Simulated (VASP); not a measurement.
# Ti (P6_3/mmc) in VASP: notebook, part 2 of 2

VASP 6.6.1. Earlier steps stand in the parts before.

## Step 4: Relaxation of cell and atoms, BLYP+D3(BJ)

Input file INCAR:

```
SYSTEM = Ti
  PREC = Accurate
  ENCUT = 600
  EDIFF = 1E-6
  ISMEAR = -1
  SIGMA = 0.05
  LREAL = .FALSE.
  LASPH = .TRUE.
  NELM = 80
  ALGO = Normal
  ISIF = 3
  LWAVE = .FALSE.
  LCHARG = .FALSE.
  GGA = B5
  ALDAX = 1.0
  AGGAX = 1.0
  AGGAC = 1.0
  ALDAC = 0.0
  IVDW = 12
  VDW_S6 = 1.0
  VDW_S8 = 2.6996
  VDW_A1 = 0.4298
  VDW_A2 = 4.2359
  IBRION = 2
  NSW = 80
  EDIFFG = -0.005
```

Input file KPOINTS:

```
Automatic mesh
0
G
  10 10 6
  0 0 0
```

Input file POSCAR:

```
Ti
1.0
    2.9500000000      0.0000000000      0.0000000000
   -1.4750000000      2.5547749412      0.0000000000
    0.0000000000      0.0000000000      4.6800000000
Ti
2
Direct
    0.6666666667      0.3333333333      0.7500000000
    0.3333333333      0.6666666667      0.2500000000
```

Potentials or basis: VASP PAW PBE potentials, release 64 (Ti_sv).

Started as:

```console
> cat potpaw_PBE.64/Ti_sv/POTCAR > POTCAR
> mpirun -np 1 vasp_std > vasp.out
```

OUTCAR:

```text
SYSTEM = Ti
   PREC = Accurate
   ENCUT = 600
   EDIFF = 1E-6
   ISMEAR = -1
   LREAL = .FALSE.
   LASPH = .TRUE.
   NELM = 80
   ISIF = 3
   GGA = B5
   IVDW = 12
   IBRION = 2
   NSW = 80
   EDIFFG = -0.005
 IVDW          = 12

 ion  position               nearest neighbor table
   1  0.667  0.333  0.750-   2 2.89   2 2.89   2 2.89   2 2.89   2 2.89   2 2.89
   2  0.333  0.667  0.250-   1 2.89   1 2.89   1 2.89   1 2.89   1 2.89   1 2.89

  LATTYP: Found a hexagonal cell.
 ALAT       =     2.9500000000
 C/A-ratio  =     1.5864406780

  Lattice vectors:

 A1 = (   2.9500000000,   0.0000000000,   0.0000000000)
 A2 = (  -1.4750000000,   2.5547749412,   0.0000000000)
 A3 = (   0.0000000000,   0.0000000000,   4.6800000000)

Analysis of symmetry for initial positions (statically):
=====================================================================
 Subroutine PRICEL returns:
 Original cell was already a primitive cell.

 Routine SETGRP: Setting up the symmetry group for a
 hexagonal supercell.

 Subroutine GETGRP returns: Found 24 space group operations
 (whereof 12 operations were pure point group operations)
 out of a pool of 24 trial point group operations.

The static configuration has the point symmetry D_3d.
 The point group associated with its full space group is D_6h.

Analysis of symmetry for dynamics (positions and initial velocities):
=====================================================================
 Subroutine PRICEL returns:
 Original cell was already a primitive cell.

 Routine SETGRP: Setting up the symmetry group for a
 hexagonal supercell.

 Subroutine GETGRP returns: Found 24 space group operations
 (whereof 12 operations were pure point group operations)
 out of a pool of 24 trial point group operations.

The dynamic configuration has the point symmetry D_3d.
 The point group associated with its full space group is D_6h.

 Subroutine INISYM returns: Found 24 space group operations
 (whereof 12 operations are pure point group operations),
 and found     1 'primitive' translations

----------------------------------------------------------------------------------------

                                     Primitive cell

  volume of cell :      35.2712

  direct lattice vectors                    reciprocal lattice vectors
     2.950000000  0.000000000  0.000000000     0.338983051  0.195711956  0.000000000
    -1.475000000  2.554774941  0.000000000     0.000000000  0.391423911  0.000000000
     0.000000000  0.000000000  4.680000000     0.000000000  0.000000000  0.213675214

  length of vectors
     2.950000000  2.950000000  4.680000000     0.391423911  0.391423911  0.213675214

  position of ions in fractional coordinates (direct lattice)
     0.666666667  0.333333333  0.750000000
     0.333333333  0.666666667  0.250000000

  ion indices of the primitive-cell ions
   primitive index   ion index
                 1           1
                 2           2

----------------------------------------------------------------------------------------

 KPOINTS: Automatic mesh

Automatic generation of k-mesh.
 Grid dimensions read from file:
 generate k-points for:   10   10    6

 Generating k-lattice:

  Cartesian coordinates                     Fractional coordinates (reciprocal lattice)
     0.033898305  0.019571196  0.000000000     0.100000000 -0.000000000  0.000000000
     0.000000000  0.039142391  0.000000000     0.000000000  0.100000000  0.000000000
     0.000000000  0.000000000  0.035612536     0.000000000  0.000000000  0.166666667

  Length of vectors
     0.039142391  0.039142391  0.035612536

  Shift w.r.t. Gamma in fractional coordinates (k-lattice)
     0.000000000  0.000000000  0.000000000

 Subroutine IBZKPT returns following result:
 ===========================================

 Found     56 irreducible k-points:

 Following reciprocal coordinates:
            Coordinates               Weight
  0.000000  0.000000  0.000000      1.000000
  0.100000  0.000000  0.000000      6.000000
  0.200000  0.000000  0.000000      6.000000
  0.300000  0.000000  0.000000      6.000000
  0.400000  0.000000  0.000000      6.000000
  0.500000  0.000000  0.000000      3.000000
[... 16 lines left out ...]
  0.300000  0.100000  0.166667     24.000000
  0.400000  0.100000  0.166667     24.000000
 [... further k-points ...]
   k-points           NKPTS =     56   k-points in BZ     NKDIM =     56   number of bands    NBANDS=     16
   number of dos      NEDOS =    301   number of ions     NIONS =      2
   total plane-waves  NPLWV =  23040
   dimension x,y,z NGX =    24 NGY =   24 NGZ =   40
   dimension x,y,z NGXF=    48 NGYF=   48 NGZF=   80
   ions per type =               2
   NGX,Y,Z   is equivalent  to a cutoff of  13.53, 13.53, 14.21 a.u.
   NGXF,Y,Z  is equivalent  to a cutoff of  27.05, 27.05, 28.42 a.u.
 SYSTEM =  Ti
   PREC   = accura    normal or accurate (medium, high low for compatibility)
   ISTART =      0    job   : 0-new  1-cont  2-samecut
   ICHARG =      2    charge: 1-file 2-atom 10-const
   ISPIN  =      1    spin polarized calculation?
   LNONCOLLINEAR =      F non collinear calculations
   LSORBIT =      F    spin-orbit coupling
   LASPH  =      T    aspherical Exc in radial PAW
   ENCUT  =  600.0 eV  44.10 Ry    6.64 a.u.   5.89  5.89  9.35*2*pi/ulx,y,z
   NELM   =     80;   NELMIN=  2; NELMDL= -5     # of ELM steps
   EDIFF  = 0.1E-05   stopping-criterion for ELM
   LREAL  =      F    real-space projection
   EDIFFG = -.5E-02   stopping-criterion for IOM
   NSW    =     80    number of steps for IOM
   IBRION =      2    ionic relax: 0-MD 1-quasi-New 2-CG
   NFREE  =      1    steps in history (QN), initial steepest desc. (CG)
   ISIF   =      3    stress and relaxation
   ISYM   =      2    0-nonsym 1-usesym 2-fastsym
   POTIM  = 0.5000    time-step for ionic-motion
   TEBEG  =    0.0;   TEEND  =   0.0 temperature during run
   PSTRESS=    0.0 pullay stress
   NELECT =      24.0000    total number of electrons
   NUPDOWN=      -1.0000    fix difference up-down
   EMIN   =  10.00;   EMAX   =-10.00  energy-range for DOS
   EFERMI =   0.00;   METHOD = LEGACY
   ISMEAR =    -1;   SIGMA  =   0.05  broadening in eV -4-tet -1-fermi 0-gaus
   EFERMI_NEDOS =   21; number of points for ismear=-14 and -15
   IALGO  =     38    algorithm
   IMIX   =      4    mixing-type and parameters
     AMIX     =   0.40;   BMIX     =  1.00
     AMIX_MAG =   1.60;   BMIX_MAG =  1.00
  volume/ion in A,a.u.               =      17.64       119.01
  Fermi-wavevector in a.u.,A,eV,Ry     =   1.439920  2.721055 28.209912  2.073370
  Thomas-Fermi vector in A             =   2.558722
   LORBIT       =      0    0 simple, 1 ext, 2 COOP (PROOUT), +10 PAW based schemes
   GGA     = B5    functional components
   LHFCALC =     F    Hartree Fock is set to
   AEXX    =    0.0000 exact exchange contribution
   IVDW    =    12    specifies the selected vdW correction
   LEPSILON=     F    determine dielectric tensor
   LRPA    =     F    only Hartree local field effects (RPA)
 conjugate gradient relaxation of ions
 non-spin polarized calculation
  energy-cutoff  :      600.00
  volume of cell :       35.27
 maximum number of plane-waves:      1194
 NGX is ok and might be reduce to    24
   NGX = 11   NGY = 11   NGZ = 19

--------------------------------------- Ionic step        1  -------------------------------------------

 number of electron      23.9999997 magnetization

 Free energy of the ion-electron system (eV)
  ---------------------------------------------------
  ext. energy  EPLUGINS =         0.00000000
  ---------------------------------------------------
  free energy    TOTEN  =       -13.54543624 eV

  energy without entropy =      -13.52491812  energy(sigma->0) =      -13.53517718

------------------------ aborting loop because EDIFF is reached ----------------------------------------

 Edisp (eV)   -2.80022

 E8    (eV) :    -2.1372
[... 31 lines left out ...]
--------------------------------------- Ionic step        2  -------------------------------------------

 number of electron      24.0000001 magnetization

 E-fermi :  10.9750     XC(G=0): -11.8655

 val. band max:       10.9677208482   @ k =   0.2000   0.2000   0.5000
 cond. band min:      11.0578989887   @ k =   0.0000   0.0000   0.5000
 fundamental gap:      0.0901781405
 Fermi energy:        10.9750452696

 k-point     1 :       0.0000    0.0000    0.0000
  band No.  band energies     occupation
      1     -45.4271      2.00000
      2     -45.1306      2.00000
      3     -22.4431      2.00000
      4     -21.3103      2.00000
      5     -21.3103      2.00000
      6     -21.1529      2.00000
[... 646 lines left out ...]
--------------------------------------- Ionic step        7  -------------------------------------------

 number of electron      24.0000004 magnetization

 Free energy of the ion-electron system (eV)
  ---------------------------------------------------
  ext. energy  EPLUGINS =         0.00000000
  ---------------------------------------------------
  free energy    TOTEN  =       -13.33234194 eV

  energy without entropy =      -13.31576241  energy(sigma->0) =      -13.32405217

 E-fermi :   9.9840     XC(G=0): -11.4663

 val. band max:        9.9820012351   @ k =   0.3000   0.2000   0.3333
 cond. band min:      10.0038395514   @ k =   0.2000   0.2000   0.5000
 fundamental gap:      0.0218383163
 Fermi energy:         9.9840040129

 k-point     1 :       0.0000    0.0000    0.0000
  band No.  band energies     occupation
      1     -46.5003      2.00000
      2     -46.2853      2.00000
      3     -23.3936      2.00000
      4     -22.4997      2.00000
      5     -22.4997      2.00000
      6     -22.3927      2.00000
[... 480 lines left out ...]
  FREE ENERGIE OF THE ION-ELECTRON SYSTEM (eV)
  ---------------------------------------------------
  free  energy   TOTEN  =       -16.5199068251 eV

  energy  without entropy=      -16.5033272928  energy(sigma->0) =      -16.51161706

 reached required accuracy - stopping structural energy minimisation
```

OSZICAR:

```text
N       E                     dE             d eps       ncg     rms          rms(c)
DAV:   1     0.265057415189E+03    0.26506E+03   -0.14797E+04  1792   0.203E+03
DAV:   2     0.142867596552E+02   -0.25077E+03   -0.24940E+03  1824   0.521E+02
DAV:   3    -0.139997222825E+02   -0.28286E+02   -0.28132E+02  3520   0.140E+02
DAV:   4    -0.152151499796E+02   -0.12154E+01   -0.12154E+01  1904   0.311E+01
[... 68 lines left out ...]
DAV:   1    -0.133323811516E+02    0.10956E-02   -0.96664E-04  2872   0.444E-01    0.554E-02
DAV:   2    -0.133323420573E+02    0.39094E-04   -0.15875E-04  2528   0.157E-01    0.146E-02
DAV:   3    -0.133323403329E+02    0.17244E-05   -0.28433E-05  2560   0.382E-02    0.571E-03
DAV:   4    -0.133323413570E+02   -0.10241E-05   -0.45054E-06  1792   0.172E-02    0.230E-03
DAV:   5    -0.133323419393E+02   -0.58233E-06   -0.16683E-06  1256   0.106E-02
   7 F= -.16519907E+02 E0= -.16511617E+02  d E =-.289989E-04
```

Wall time 3 min (1 thread of Intel Xeon Platinum 8488C (Sapphire Rapids), shared host); peak memory 0.19 GiB.

Results:

```yaml
Free_energy: -16.5199 eV
Relaxed_volume: 15.59 Å³/atom
Relaxed_cell: a = 2.833 Å, b = 2.833 Å, c = 4.486 Å, α = 90.00°, β = 90.00°, γ = 120.00°
Space_group_after_relaxing_to_0.05_Å: P6_3/mmc (No. 194)
Energy_gained_by_relaxing: 87.1 meV/atom
Ionic_steps: 7
Pressure_after_relaxing: 0.0 GPa
Band_gap_on_the_k_mesh: zero (band 12 reaches 10.75 eV, above the bottom of band 13 at 9.82 eV)
Dispersion_energy_per_atom: -1.594 eV
```

Step by step:
| step | energy change (eV) | largest force (eV/Å) | pressure (GPa) | volume (Å³) |
| --- | --- | --- | --- | --- |
| 1 | 0.0000 | 0.0000 | -12.47 | 35.27 |
| 2 | -0.0860 | 0.0000 | 12.06 | 28.72 |
| 3 | -0.1742 | 0.0000 | -0.18 | 31.23 |
| 4 | -0.1742 | 0.0000 | 0.17 | 31.15 |
| 5 | -0.1743 | 0.0000 | -0.13 | 31.22 |
| 6 | -0.1743 | 0.0000 | -0.05 | 31.20 |
| 7 | -0.1743 | 0.0000 | 0.00 | 31.19 |

Final structure:
```cif
data_structure
_symmetry_space_group_name_H-M 'P 1'
_symmetry_Int_Tables_number 1
_cell_length_a 2.8334
_cell_length_b 2.8334
_cell_length_c 4.4859
_cell_angle_alpha 90.000
_cell_angle_beta 90.000
_cell_angle_gamma 120.000
_cell_volume 31.19
loop_
_atom_site_label
_atom_site_type_symbol
_atom_site_fract_x
_atom_site_fract_y
_atom_site_fract_z
_atom_site_occupancy
Ti1 Ti 0.66667 0.33333 0.75000 1
Ti2 Ti 0.33333 0.66667 0.25000 1
```

Levels at points of the mesh, in eV from the Fermi level:
| k point | band 8 | band 9 | band 10 | band 11 | band 12 | band 13 | band 14 | band 15 | band 16 |
| --- | --- | --- | --- | --- | --- | --- | --- | --- | --- |
| (0.00, 0.00, 0.00) | -32.34 | -6.21 | -2.92 | 0.77 | 0.77 | 0.90 | 1.34 | 1.34 | 1.34 |
| (0.50, 0.00, 0.00) | -32.44 | -2.48 | -2.41 | -2.11 | -0.35 | 0.44 | 0.74 | 1.31 | 3.71 |
| (0.00, 0.00, 0.50) | -32.41 | -4.23 | -4.23 | 0.07 | 0.07 | 0.66 | 0.66 | 0.66 | 0.66 |
| (0.50, 0.00, 0.50) | -32.57 | -2.78 | -2.78 | -0.97 | -0.97 | 1.78 | 1.78 | 1.88 | 1.88 |

Caveat: the PAW data sets were made with another functional, which shifts forces and pressure a little; the volume moved by -12 % from the deposited cell, more than functionals usually miss; pairwise dispersion overbinds metals, which lowers pressure and volume.

## Step 5: The runs side by side

| task | level | cell | cutoff (eV) | smearing | gap on the mesh (eV) | pressure (GPa) |
| --- | --- | --- | --- | --- | --- | --- |
| single point | PBE | as given | 520 | gaussian 0.011 eV | none | -1.7 |
| single point | PBE | as given | 520 | gaussian 0.012 eV | none | -1.7 |
| relaxation of cell and atoms | BLYP+D3(BJ) | relaxed | 600 | fermi-dirac 0.05 eV | none | 0.0 |

Alike in all rows: potentials or basis VASP PAW PBE potentials, release 64 (Ti_sv); no spin polarisation; k mesh 10 × 10 × 6.

Caveats: the PAW data sets were made with another functional, which shifts forces and pressure a little (some runs); the volume moved by -12 % from the deposited cell, more than functionals usually miss (some runs); pairwise dispersion overbinds metals, which lowers pressure and volume (some runs).

Total energies depend on the potentials used, so only differences within one code and one set of settings carry meaning.
